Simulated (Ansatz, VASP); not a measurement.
# Ni2HgP2 in VASP and in Ansatz

INCAR

```
ALGO     = Normal         # electronic algorithm
EDIFF    = 1E-7           # SCF threshold, eV
EDIFFG   = -0.01          # ionic threshold
ENCUT    = 600            # plane-wave cutoff, eV
GGA      = PE             # functional
GGA_COMPAT= False        
IBRION   = 2              # ionic algorithm
ISIF     = 3              # what is computed and relaxed
ISMEAR   = -1             # smearing method
LASPH    = True           # aspherical terms in the spheres
LCHARG   = False          # write CHGCAR
LREAL    = False          # projectors in reciprocal space
LWAVE    = False          # write WAVECAR
NELM     = 120            # most SCF steps
NELMIN   = 4            
NSW      = 60             # ionic steps
PREC     = Accurate       # precision mode
SIGMA    = 0.1            # smearing width, eV
```

File KPOINTS:

```
k-points
0
Gamma
  5 5 5
```

Contents of POSCAR:

```
Ni2HgP2
1.0
    0.0000000000      3.9479260000      0.0000000000
    3.9479260000      0.0000000000      0.0000000000
    1.9739630000      1.9739630000     -4.7449990000
P Hg Ni
2 1 2
Direct
    0.3760000000      0.3760000000      0.2480000000
    0.6240000000      0.6240000000      0.7520000000
    0.0000000000      0.0000000000      0.0000000000
    0.7500000000      0.2500000000      0.5000000000
    0.2500000000      0.7500000000      0.5000000000
```

Input for Ansatz:

```yaml
crystal:
  lattice:
    - [0.0, 3.947926, 0.0]
    - [3.947926, 0.0, 0.0]
    - [1.973963, 1.973963, -4.744999]
  atoms:
    - { symbol: P, position: [0.376, 0.376, 0.248] }
    - { symbol: P, position: [0.624, 0.624, 0.752] }
    - { symbol: Hg, position: [0.0, 0.0, 0.0] }
    - { symbol: Ni, position: [0.75, 0.25, 0.5] }
    - { symbol: Ni, position: [0.25, 0.75, 0.5] }
  symmetry: { tolerance: 0.0003 }
kpoints:
  mp_grid: { grid: [5, 5, 5], shift: [0, 0, 0] }
magnetization:
  spin_polarized: false
scf:
  occupations: { method: fermi_dirac }
  mixing: { preconditioner: none }
hamiltonian:
  pseudopotentials: { kind: paw }
  xc: pbe
basis:
  ecutwfc: 420
output:
  forces: true
  stress: true
  eigenvalues: true
  write_density: true
  write_potential: true
  elf: true
  volumetric_format: npy
relax:
  max_steps: 40
  cell: {}
```

Alike in both runs: task relaxation of cell and atoms; functional PBE; k mesh 5 × 5 × 5; no spin polarisation.

|  | VASP | Ansatz |
| --- | --- | --- |
| version | VASP 6.6.1 | Ansatz 0.2.0 |
| potentials or method | VASP PAW PBE potentials, release 64 (P, Hg, Ni), cutoff 600 eV | PAW plane waves |
| occupations | fermi-dirac, width 0.1 eV | fermi-dirac |
| valence electrons in the cell | 42 | 66 |

```tsv
	VASP	Ansatz	Ansatz less VASP
gap on the k mesh at the Fermi level, each at its own relaxed structure (eV)	none	none	-
relaxed volume (Å³/atom)	14.74	14.71	-0.026
relaxed cell length with the largest relative difference (Å)	4.079	4.075	-0.0037
```

A gap of «none» marks a metal or a gap that the smearing closes. VASP's potentials hold 42 valence electrons a cell and Ansatz's 66, so a difference there can come from the potentials and not from the codes.

Spin-orbit coupling is off throughout.
